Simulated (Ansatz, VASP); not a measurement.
**One calculation of NaCl, two programs**

The input POSCAR:

```
NaCl
1.0
    0.0000000000      2.7940632177      2.7940632177
    2.7940632177      0.0000000000      2.7940632177
    2.7940632177      2.7940632177      0.0000000000
Cl Na
1 1
Direct
    0.5000000000      0.5000000000      0.5000000000
    0.0000000000      0.0000000000      0.0000000000
```

Contents of INCAR.step1:

```
  ALGO = Normal
  EDIFF = 1E-5
  ENCUT = 520
  GGA = PE
  ISIF = 2
  ISMEAR = -1
  LASPH = True
  LCHARG = False
  LREAL = False
  LWAVE = True
  NBANDS = 14
  NELM = 80
  PREC = Accurate
  SIGMA = 0.05
```

File INCAR.step2:

```
  AEXX = 0.25
  ALGO = Normal
  EDIFF = 1E-6
  ENCUT = 520
  GGA = PE
  HFSCREEN = 0.6
  ISIF = 2
  ISMEAR = -1
  ISTART = 1
  LASPH = True
  LCHARG = False
  LHFCALC = True
  LREAL = False
  LWAVE = False
  NBANDS = 14
  NELM = 80
  PREC = Accurate
  PRECFOCK = Normal
  SIGMA = 0.05
```

The input KPOINTS:

```
k-points
0
Gamma
  4 4 4
```

The input input.yaml:

```yaml
crystal:
  lattice:
    - [0.0, 2.7940632177, 2.7940632177]
    - [2.7940632177, 0.0, 2.7940632177]
    - [2.7940632177, 2.7940632177, 0.0]
  atoms:
    - { symbol: Cl, position: [0.5, 0.5, 0.5] }
    - { symbol: Na, position: [0.0, 0.0, 0.0] }
kpoints:
  mp_grid: { grid: [4, 4, 4] }
scf:
  occupations: { method: fermi_dirac, width: 0.05 }
hamiltonian:
  xc: { preset: hse06, exx: { coeff: 0.25, omega: 0.6 } }
  pseudopotentials: { kind: all_electron, datasets: crystal }
output:
  forces: true
  stress: true
```

Alike in both runs: task single point; functional PBE-based screened hybrid; k mesh 4 × 4 × 4; occupations fermi-dirac, width 0.05 eV; no spin polarisation.

|  | VASP | Ansatz |
| --- | --- | --- |
| version | VASP 6.6.1 | Ansatz 0.2.0 |
| potentials or method | VASP PAW PBE potentials, release 64 (Cl, Na_pv), cutoff 520 eV | all-electron PAW datasets made for the crystal |

```tsv
	VASP	Ansatz	Ansatz less VASP
gap on the k mesh at the Fermi level (eV)	5.81	5.82	+0.010
least direct gap on the mesh (eV)	5.81	5.82	+0.010
pressure (GPa)	1.1	1.1	-0.03
```

VASP's potentials were made for PBE, not for PBE-based screened hybrid. Ansatz ran all-electron here, and VASP with PAW potentials.

The k mesh is coarse, so the values compare programs but aren't converged.
